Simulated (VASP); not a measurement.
# Cu (R-3m) in VASP: a series of runs

Runs on Cu. Level: PBE. Tasks: single point.

All numbers are computed with VASP 6.6.1; they aren't measurements. Logs are shortened: lines on timing, memory, paths and dates and some standing lists are left out, and cuts for length are marked.

**1. The cell of the first run**

Symmetry: R-3m, No. 166, trigonal system. The conventional cell has a = 4.031 Å, b = 4.031 Å, c = 4.936 Å, α = 90.00°, β = 90.00°, γ = 120.00°. Within 2.9 Å of Cu (site symmetry 3m) lie 14 Cu at 2.22 to 2.85 Å.

**2. Single point, PBE**

INCAR

```
SYSTEM = Cu
PREC     = Accurate       ! precision mode
ENCUT    = 600            ! plane-wave cutoff, eV
EDIFF    = 1E-6           ! SCF threshold, eV
ISMEAR   = -1             ! smearing method
SIGMA    = 0.15           ! smearing width, eV
LREAL    = .False.        ! projectors in reciprocal space
LASPH    = .True.         ! aspherical terms in the spheres
NELM     = 120            ! most SCF steps
ALGO     = Normal         ! electronic algorithm
ISIF     = 2              ! what is computed and relaxed
LWAVE    = .False.        ! write WAVECAR
LCHARG   = .False.        ! write CHGCAR
GGA      = PE             ! functional
NBANDS   = 18             ! bands
GGA_COMPAT= .False.
```

KPOINTS

```
regular mesh
0
Gamma
  4 4 4
  0 0 0
```

POSCAR

```
Cu
1.0
    2.8500000000      0.0000000000      0.0000000000
    0.0000000000      2.8500000000      0.0000000000
    0.0000000000      0.0000000000      2.8500000000
Cu
2
Direct
    0.0000000000      0.0000000000      0.0000000000
    0.4498710479      0.4498710479      0.4498710479
```

Potentials or basis: VASP PAW PBE potentials, release 64 (Cu).

Launch:

```
$ cat potpaw_PBE.64/Cu/POTCAR > POTCAR
$ mpirun -np 1 vasp_std > vasp.out
```

OUTCAR:

```text
SYSTEM = Cu
   PREC = Accurate
   ENCUT = 600
   EDIFF = 1E-6
   ISMEAR = -1
   LREAL = .False.
   LASPH = .True.
   NELM = 120
   ISIF = 2
   GGA = PE

 ion  position               nearest neighbor table
   1  0.000  0.000  0.000-   2 2.22   2 2.40   2 2.40   2 2.40   2 2.56   2 2.56   2 2.56   2 2.72

   2  0.450  0.450  0.450-   1 2.22   1 2.40   1 2.40   1 2.40   1 2.56   1 2.56   1 2.56   1 2.72

  LATTYP: Found a simple cubic cell.
 ALAT       =     2.8500000000

  Lattice vectors:

 A1 = (   2.8500000000,   0.0000000000,   0.0000000000)
 A2 = (   0.0000000000,   2.8500000000,   0.0000000000)
 A3 = (   0.0000000000,   0.0000000000,   2.8500000000)

Analysis of symmetry for initial positions (statically):
=====================================================================
 Subroutine PRICEL returns:
 Original cell was already a primitive cell.

 Routine SETGRP: Setting up the symmetry group for a
 simple cubic supercell.

 Subroutine GETGRP returns: Found 12 space group operations
 (whereof  6 operations were pure point group operations)
 out of a pool of 48 trial point group operations.

The static configuration has the point symmetry C_3v.
 The point group associated with its full space group is D_3d.

Analysis of symmetry for dynamics (positions and initial velocities):
=====================================================================
 Subroutine PRICEL returns:
 Original cell was already a primitive cell.

 Routine SETGRP: Setting up the symmetry group for a
 simple cubic supercell.

 Subroutine GETGRP returns: Found 12 space group operations
 (whereof  6 operations were pure point group operations)
 out of a pool of 48 trial point group operations.

The dynamic configuration has the point symmetry C_3v.
 The point group associated with its full space group is D_3d.

 Subroutine INISYM returns: Found 12 space group operations
 (whereof  6 operations are pure point group operations),
 and found     1 'primitive' translations

----------------------------------------------------------------------------------------

                                     Primitive cell

  volume of cell :      23.1491

  direct lattice vectors                    reciprocal lattice vectors
     2.850000000  0.000000000  0.000000000     0.350877193  0.000000000  0.000000000
     0.000000000  2.850000000  0.000000000     0.000000000  0.350877193  0.000000000
[... 70 lines left out ...]
   LASPH  =      T    aspherical Exc in radial PAW
   ENCUT  =  600.0 eV  44.10 Ry    6.64 a.u.   5.69  5.69  5.69*2*pi/ulx,y,z
   NELM   =    120;   NELMIN=  2; NELMDL= -5     # of ELM steps
   EDIFF  = 0.1E-05   stopping-criterion for ELM
   LREAL  =      F    real-space projection
   EDIFFG = 0.1E-04   stopping-criterion for IOM
   NSW    =      0    number of steps for IOM
   IBRION =     -1    ionic relax: 0-MD 1-quasi-New 2-CG
   NFREE  =      0    steps in history (QN), initial steepest desc. (CG)
   ISIF   =      2    stress and relaxation
   ISYM   =      2    0-nonsym 1-usesym 2-fastsym
   POTIM  = 0.5000    time-step for ionic-motion
   TEBEG  =    0.0;   TEEND  =   0.0 temperature during run
   PSTRESS=    0.0 pullay stress
   NELECT =      22.0000    total number of electrons
   NUPDOWN=      -1.0000    fix difference up-down
   EMIN   =  10.00;   EMAX   =-10.00  energy-range for DOS
   EFERMI =   0.00;   METHOD = LEGACY
   ISMEAR =    -1;   SIGMA  =   0.15  broadening in eV -4-tet -1-fermi 0-gaus
   EFERMI_NEDOS =   21; number of points for ismear=-14 and -15
   IALGO  =     38    algorithm
   IMIX   =      4    mixing-type and parameters
     AMIX     =   0.40;   BMIX     =  1.00
     AMIX_MAG =   1.60;   BMIX_MAG =  1.00
  volume/ion in A,a.u.               =      11.57        78.11
  Fermi-wavevector in a.u.,A,eV,Ry     =   1.609549  3.041607 35.247905  2.590648
  Thomas-Fermi vector in A             =   2.705241
   LORBIT       =      0    0 simple, 1 ext, 2 COOP (PROOUT), +10 PAW based schemes
   GGA     = PE    functional components
   LHFCALC =     F    Hartree Fock is set to
   AEXX    =    0.0000 exact exchange contribution
   IVDW    =     0    specifies the selected vdW correction
   LEPSILON=     F    determine dielectric tensor
   LRPA    =     F    only Hartree local field effects (RPA)
 non-spin polarized calculation
  energy-cutoff  :      600.00
  volume of cell :       23.15
 maximum number of plane-waves:       804
 NGX is ok and might be reduce to    24
   NGX = 11   NGY = 11   NGZ = 11

 number of electron      21.9999999 magnetization

 Free energy of the ion-electron system (eV)
  ---------------------------------------------------
  ext. energy  EPLUGINS =         0.00000000
  ---------------------------------------------------
  free energy    TOTEN  =        -7.16432778 eV

  energy without entropy =       -7.12848784  energy(sigma->0) =       -7.14640781

 E-fermi :   7.6653     XC(G=0): -12.8356

 val. band max:        7.3623820121   @ k =   0.5000   0.5000   0.0000
 cond. band min:       7.9907063804   @ k =  -0.2500   0.5000   0.2500
 fundamental gap:      0.6283243683
 Fermi energy:         7.6652565059

 k-point     1 :       0.0000    0.0000    0.0000
  band No.  band energies     occupation
      1      -1.6565      2.00000
      2       2.9994      2.00000
      3       2.9994      2.00000
      4       4.3720      2.00000
      5       4.6480      2.00000
      6       4.6480      2.00000
[... 250 lines left out ...]
      5       3.9112      2.00000
      6       3.9130      2.00000
[... 10 lines left out ...]
     17      15.8422      0.00000
     18      16.1760      0.00000

------------------------ aborting loop because EDIFF is reached ----------------------------------------

  FORCE on cell =-STRESS in cart. coord.  units (eV):
  Direction    XX          YY          ZZ          XY          YZ          ZX
  --------------------------------------------------------------------------------------
  -------------------------------------------------------------------------------------
  Total        1.4437236      1.4437236      1.4437236      0.5093791      0.5093791      0.5093791
  in kB       99.9217539     99.9217539     99.9217539     35.2547084     35.2547084     35.2547084
  external PRESSURE =      99.9217539 kB  Pullay stress =       0.0000000 kB

 VOLUME and BASIS-vectors are now :
 -----------------------------------------------------------------------------
  energy-cutoff  :      600.00
  volume of cell :       23.15
      direct lattice vectors                 reciprocal lattice vectors
     2.850000000  0.000000000  0.000000000     0.350877193  0.000000000  0.000000000
     0.000000000  2.850000000  0.000000000     0.000000000  0.350877193  0.000000000
     0.000000000  0.000000000  2.850000000     0.000000000  0.000000000  0.350877193

 POSITION                                       TOTAL-FORCE (eV/Angst)
 -----------------------------------------------------------------------------------
      0.00000      0.00000      0.00000        -1.224837     -1.224837     -1.224837
      1.28213      1.28213      1.28213         1.224837      1.224837      1.224837
 -----------------------------------------------------------------------------------
    total drift:                               -0.000011     -0.000011     -0.000023

  FREE ENERGIE OF THE ION-ELECTRON SYSTEM (eV)
  ---------------------------------------------------
  free  energy   TOTEN  =        -7.1643277838 eV

  energy  without entropy=       -7.1284878410  energy(sigma->0) =       -7.14640781
```

OSZICAR:

```text
N       E                     dE             d eps       ncg     rms          rms(c)
DAV:   1     0.130680548896E+03    0.13068E+03   -0.11462E+04   500   0.248E+03
DAV:   2    -0.176527451834E+01   -0.13245E+03   -0.12570E+03   468   0.302E+02
DAV:   3    -0.892717896168E+01   -0.71619E+01   -0.68770E+01   486   0.943E+01
DAV:   4    -0.902387551341E+01   -0.96697E-01   -0.96601E-01   520   0.123E+01
DAV:   5    -0.902529788670E+01   -0.14224E-02   -0.14223E-02   576   0.132E+00    0.108E+01
DAV:   6    -0.778547971087E+01    0.12398E+01   -0.11049E+01   500   0.944E+01    0.501E+00
DAV:   7    -0.719720953323E+01    0.58827E+00   -0.20845E+00   514   0.383E+01    0.110E+00
DAV:   8    -0.716567986393E+01    0.31530E-01   -0.19648E-02   760   0.236E+00    0.240E-01
DAV:   9    -0.716433768463E+01    0.13422E-02   -0.13466E-03   718   0.883E-01    0.286E-02
DAV:  10    -0.716432694963E+01    0.10735E-04   -0.88834E-05   534   0.105E-01    0.681E-03
DAV:  11    -0.716432778378E+01   -0.83415E-06   -0.21832E-06   480   0.154E-02
   1 F= -.71643278E+01 E0= -.71464078E+01  d E =-.358399E-01
```

Run time: 4.5 s. Hardware: 1 thread of Intel Xeon Platinum 8488C (Sapphire Rapids), shared host; peak memory 0.13 GiB.

Results:

| Property | Result |
| --- | --- |
| Free energy | -7.1643 eV |
| Pressure | 10.0 GPa |
| Largest force | 2.121 eV/Å |
| Band gap on the k mesh | zero (band 11 reaches 13.18 eV, above the bottom of band 12 at 6.69 eV) |

Forces on the atoms (eV/Å):
```
Cu  -1.225 -1.225 -1.225
Cu   1.225  1.225  1.225
```

Caveat: the k points lie up to 0.55 Å⁻¹ apart; forces of over 1 eV/Å act on the atoms, so gaps and moduli don't describe the material at rest.

**3. Single point, PBE**

INCAR

```
ALGO = Normal
EDIFF = 1E-6
ENCUT = 600
GGA = PE
GGA_COMPAT = F
ISIF = 2
ISMEAR = -1
LASPH = T
LCHARG = F
LREAL = F
LWAVE = F
NBANDS = 18
NELM = 120
PREC = Accurate
SIGMA = 0.15
```

KPOINTS

```
k-points
0
Gamma
  4 4 4
```

POSCAR is that of step 2.

Potentials or basis: VASP PAW PBE potentials, release 64 (Cu).

Launch:

```
$ cat potpaw_PBE.64/Cu/POTCAR > POTCAR
$ mpirun -np 1 vasp_std > vasp.out
```

OUTCAR:

```text
EDIFF = 1E-6
   ENCUT = 600
   GGA = PE
   ISIF = 2
   ISMEAR = -1
   LASPH = T
   LREAL = F
   NELM = 120
   PREC = Accurate

 ion  position               nearest neighbor table
   1  0.000  0.000  0.000-   2 2.22   2 2.40   2 2.40   2 2.40   2 2.56   2 2.56   2 2.56   2 2.72

   2  0.450  0.450  0.450-   1 2.22   1 2.40   1 2.40   1 2.40   1 2.56   1 2.56   1 2.56   1 2.72

  LATTYP: Found a simple cubic cell.
 ALAT       =     2.8500000000

  Lattice vectors:

 A1 = (   2.8500000000,   0.0000000000,   0.0000000000)
 A2 = (   0.0000000000,   2.8500000000,   0.0000000000)
 A3 = (   0.0000000000,   0.0000000000,   2.8500000000)

Analysis of symmetry for initial positions (statically):
=====================================================================
 Subroutine PRICEL returns:
 Original cell was already a primitive cell.

 Routine SETGRP: Setting up the symmetry group for a
 simple cubic supercell.
[... 151 lines left out ...]
  ext. energy  EPLUGINS =         0.00000000
  ---------------------------------------------------
  free energy    TOTEN  =        -7.16432778 eV

  energy without entropy =       -7.12848784  energy(sigma->0) =       -7.14640781

 E-fermi :   7.6653     XC(G=0): -12.8356

 val. band max:        7.3623820121   @ k =   0.5000   0.5000   0.0000
 cond. band min:       7.9907063804   @ k =  -0.2500   0.5000   0.2500
 fundamental gap:      0.6283243683
 Fermi energy:         7.6652565059

 k-point     1 :       0.0000    0.0000    0.0000
  band No.  band energies     occupation
      1      -1.6565      2.00000
      2       2.9994      2.00000
      3       2.9994      2.00000
      4       4.3720      2.00000
      5       4.6480      2.00000
      6       4.6480      2.00000
[... 250 lines left out ...]
      5       3.9112      2.00000
      6       3.9130      2.00000
[... 10 lines left out ...]
     17      15.8422      0.00000
     18      16.1760      0.00000

------------------------ aborting loop because EDIFF is reached ----------------------------------------

  FORCE on cell =-STRESS in cart. coord.  units (eV):
  Direction    XX          YY          ZZ          XY          YZ          ZX
  --------------------------------------------------------------------------------------
  -------------------------------------------------------------------------------------
  Total        1.4437236      1.4437236      1.4437236      0.5093791      0.5093791      0.5093791
  in kB       99.9217539     99.9217539     99.9217539     35.2547084     35.2547084     35.2547084
  external PRESSURE =      99.9217539 kB  Pullay stress =       0.0000000 kB

 VOLUME and BASIS-vectors are now :
 -----------------------------------------------------------------------------
  energy-cutoff  :      600.00
  volume of cell :       23.15
      direct lattice vectors                 reciprocal lattice vectors
     2.850000000  0.000000000  0.000000000     0.350877193  0.000000000  0.000000000
     0.000000000  2.850000000  0.000000000     0.000000000  0.350877193  0.000000000
     0.000000000  0.000000000  2.850000000     0.000000000  0.000000000  0.350877193

 POSITION                                       TOTAL-FORCE (eV/Angst)
 -----------------------------------------------------------------------------------
      0.00000      0.00000      0.00000        -1.224837     -1.224837     -1.224837
      1.28213      1.28213      1.28213         1.224837      1.224837      1.224837
 -----------------------------------------------------------------------------------
    total drift:                               -0.000011     -0.000011     -0.000023

  FREE ENERGIE OF THE ION-ELECTRON SYSTEM (eV)
  ---------------------------------------------------
  free  energy   TOTEN  =        -7.1643277838 eV

  energy  without entropy=       -7.1284878410  energy(sigma->0) =       -7.14640781
```

OSZICAR:

```text
N       E                     dE             d eps       ncg     rms          rms(c)
DAV:   1     0.130680548896E+03    0.13068E+03   -0.11462E+04   500   0.248E+03
DAV:   2    -0.176527451834E+01   -0.13245E+03   -0.12570E+03   468   0.302E+02
DAV:   3    -0.892717896168E+01   -0.71619E+01   -0.68770E+01   486   0.943E+01
DAV:   4    -0.902387551341E+01   -0.96697E-01   -0.96601E-01   520   0.123E+01
DAV:   5    -0.902529788670E+01   -0.14224E-02   -0.14223E-02   576   0.132E+00    0.108E+01
DAV:   6    -0.778547971087E+01    0.12398E+01   -0.11049E+01   500   0.944E+01    0.501E+00
DAV:   7    -0.719720953323E+01    0.58827E+00   -0.20845E+00   514   0.383E+01    0.110E+00
DAV:   8    -0.716567986393E+01    0.31530E-01   -0.19648E-02   760   0.236E+00    0.240E-01
DAV:   9    -0.716433768463E+01    0.13422E-02   -0.13466E-03   718   0.883E-01    0.286E-02
DAV:  10    -0.716432694963E+01    0.10735E-04   -0.88834E-05   534   0.105E-01    0.681E-03
DAV:  11    -0.716432778378E+01   -0.83415E-06   -0.21832E-06   480   0.154E-02
   1 F= -.71643278E+01 E0= -.71464078E+01  d E =-.358399E-01
```

stdout:

```text
POSCAR found type information on POSCAR Cu
 POSCAR found :  1 types and       2 ions
 scaLAPACK will be used
 LDA part: xc-table for (Slater+PW92), standard interpolation
 POSCAR, INCAR and KPOINTS ok, starting setup
 FFT: planning ... GRIDC
 FFT: planning ... GRID_SOFT
 FFT: planning ... GRID
 WAVECAR not read
 entering main loop
```

Wall time 4.6 s (1 thread of Intel Xeon Platinum 8488C (Sapphire Rapids), shared host); peak memory 0.13 GiB.

Results:

* Free energy: -7.1643 eV
* Pressure: 10.0 GPa
* Largest force: 2.121 eV/Å
* Band gap on the k mesh: zero (band 11 reaches 13.18 eV, above the bottom of band 12 at 6.69 eV)

Forces on the atoms (eV/Å):
```
Cu  -1.225 -1.225 -1.225
Cu   1.225  1.225  1.225
```

Caveat: the k points lie up to 0.55 Å⁻¹ apart; forces of over 1 eV/Å act on the atoms, so gaps and moduli don't describe the material at rest.
